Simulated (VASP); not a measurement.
Input of a VASP 6.6.1 run:

POSCAR

```
KF
1.0
    0.0000000000      2.6589605792      2.6589605792
    2.6589605792      0.0000000000      2.6589605792
    2.6589605792      2.6589605792      0.0000000000
K F
1 1
Direct
    0.0000000000      0.0000000000      0.0000000000
    0.5000000000      0.5000000000      0.5000000000
```

The input INCAR.step1:

```
SYSTEM = KF
PREC = Accurate ; ENCUT = 520
EDIFF = 1E-5 ; ISMEAR = 0
SIGMA = 0.01 ; LREAL = .FALSE.
LASPH = .TRUE. ; NELM = 100
ALGO = Normal ; ISIF = 2
LWAVE = .TRUE. ; LCHARG = .FALSE.
GGA = PE ; NBANDS = 15
```

INCAR.step2

```
SYSTEM = KF
PREC = Accurate ; ENCUT = 520
EDIFF = 1E-6 ; ISMEAR = 0
SIGMA = 0.01 ; LREAL = .FALSE.
LASPH = .TRUE. ; NELM = 100
ALGO = Normal ; ISIF = 2
LWAVE = .FALSE. ; LCHARG = .FALSE.
GGA = PE ; LHFCALC = .TRUE.
AEXX = 0.3 ; HFSCREEN = 0.2078
PRECFOCK = Normal ; ISTART = 1
NBANDS = 15
```

File KPOINTS:

```
regular mesh
0
G
  4 4 4
  0 0 0
```

Potentials or basis: VASP PAW PBE potentials, release 64 (K_sv, F).

Command:

```sh
$ cat potpaw_PBE.64/K_sv/POTCAR potpaw_PBE.64/F/POTCAR > POTCAR
$ cp INCAR.step1 INCAR
$ mpirun -np 1 vasp_std > vasp.out
$ cp INCAR.step2 INCAR
$ mpirun -np 1 vasp_std > vasp.out
```

**Question.** What does it give for the band gap on the k mesh?

**Answer.** 8.65 eV.

**Question.** Estimate the pressure.

**Answer.** 0.9 GPa.

Caveat: the k points lie up to 0.51 Å⁻¹ apart; the PAW data sets were made with another functional, which shifts forces and pressure a little.
